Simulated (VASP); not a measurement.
Set up this calculation in VASP 6.6.1, as the native input.

```yaml
Task: relaxation of cell and atoms
Functional: BLYP
Potentials_or_basis: VASP PAW PBE potentials, release 64 (O, C)
Cutoff: 600 eV
k_mesh: 6 × 6 × 6
Occupations: fermi-dirac, width 0.05 eV
Spin: no spin polarisation
Dipole_correction: no
Further_INCAR_settings: ALGO = Normal; EDIFF = 1e-06; IBRION = 2; EDIFFG = -0.01; NSW = 60; ISIF = 3
```

The structure of CO2 lies in POSCAR:

```
CO2
1.0
    4.2272127900      0.0000000000      0.0000000000
    0.0000000000      4.2272127900      0.0000000000
    0.0000000000      0.0000000000      4.6877715900
O C
4 2
Direct
    0.8048268600      0.8048268600      0.0000000000
    0.1951731400      0.1951731400      0.0000000000
    0.6951731400      0.3048268600      0.5000000000
    0.3048268600      0.6951731400      0.5000000000
    0.0000000000      0.0000000000      0.0000000000
    0.5000000000      0.5000000000      0.5000000000
```

The input as run:

INCAR

```
PREC = Accurate
ENCUT = 600
EDIFF = 1E-6
ISMEAR = -1
SIGMA = 0.05
LREAL = False
LASPH = True
NELM = 80
ALGO = Normal
ISIF = 3
LWAVE = False
LCHARG = False
GGA = B5
ALDAX = 1.0
AGGAX = 1.0
AGGAC = 1.0
ALDAC = 0.0
IBRION = 2
NSW = 60
EDIFFG = -0.01
```

KPOINTS

```
Automatic mesh
0
Gamma
  6 6 6
```

Potentials or basis: VASP PAW PBE potentials, release 64 (O, C).

Command:

```sh
$ cat potpaw_PBE.64/O/POTCAR potpaw_PBE.64/C/POTCAR > POTCAR
$ mpirun -np 1 vasp_std > vasp.out
```

Results of the run:

```json
{
 "Relaxed volume": "18.45 Å³/atom",
 "Relaxed cell": "a = 4.703 Å, b = 4.703 Å, c = 5.005 Å, α = 90.00°, β = 90.00°, γ = 90.00°",
 "Space group after relaxing (to 0.1 Å)": "P4_2/mnm (No. 136)",
 "Energy gained by relaxing": "25.9 meV/atom",
 "Ionic steps": "37",
 "Pressure after relaxing": "0.0 GPa",
 "Band gap on the k mesh": "6.41 eV (least direct gap 6.63 eV)"
}
```

Caveat: the volume moved by over 15 % at a fixed basis, so the end points are rough; this functional lacks dispersion, which holds the molecules together, so the pressure and a relaxed volume are unreliable; the PAW data sets were made with another functional, which shifts forces and pressure a little.

It took 31 min on 1 thread of AMD EPYC 7R43 64-Core Processor (Zen 3) (shared host), peak memory 0.27 GiB.
